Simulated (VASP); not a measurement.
Runs of VASP 6.6.1 on MoS2. The structure is that of space group P6_3/mmc (No. 194), or close to it. The cells are those of the table. 

| cell | smearing | gap on the mesh (eV) | pressure (GPa) | largest force (eV/Å) |
| --- | --- | --- | --- | --- |
| a = 3.110, b = 3.110, c = 12.193 Å, angles 90.0, 90.0, 120.0°, 6 atoms | methfessel-paxton 0.125 eV | (a) | 8.9 | 1.20 |
| a = 2.985, b = 2.985, c = 13.199 Å, angles 90.0, 90.0, 120.0°, 6 atoms | methfessel-paxton 0.161 eV | 1.13 | (c) | 0.36 |
| a = 3.016, b = 3.016, c = 12.947 Å, angles 90.0, 90.0, 120.0°, 6 atoms | methfessel-paxton 0.177 eV | 1.25 | 8.3 | - |
| a = 3.047, b = 3.047, c = 12.696 Å, angles 90.0, 90.0, 120.0°, 6 atoms | methfessel-paxton 0.165 eV | 1.14 | 8.3 | 0.38 |
| a = 3.079, b = 3.079, c = 12.319 Å, angles 90.0, 90.0, 120.0°, 6 atoms | methfessel-paxton 0.137 eV | (b) | 10.6 | 1.12 |

Alike in all rows: task single point; level PBEsol; potentials or basis VASP PAW PBE potentials, release 64 (Mo_sv, S); no spin polarisation; k mesh 12 × 12 × 2; cutoff (eV) 520.

Question: Fill in the values left out.

Answer: (a) 0.87; (b) 0.95; (c) 8.4.

Caveats: the PAW data sets were made with another functional, which shifts forces and pressure a little; this functional lacks dispersion, which binds layers or chains, so the pressure and a relaxed spacing across them are unreliable; the cell stands under pressure (at least some runs); the stress differs along the axes, from -4 to 15 GPa (at least some runs); the stress differs along the axes, from -0 to 13 GPa (at least some runs); the stress differs along the axes, from 4 to 11 GPa (at least some runs).

A k mesh can miss the band edges, and the runs leave out spin-orbit coupling on Mo.
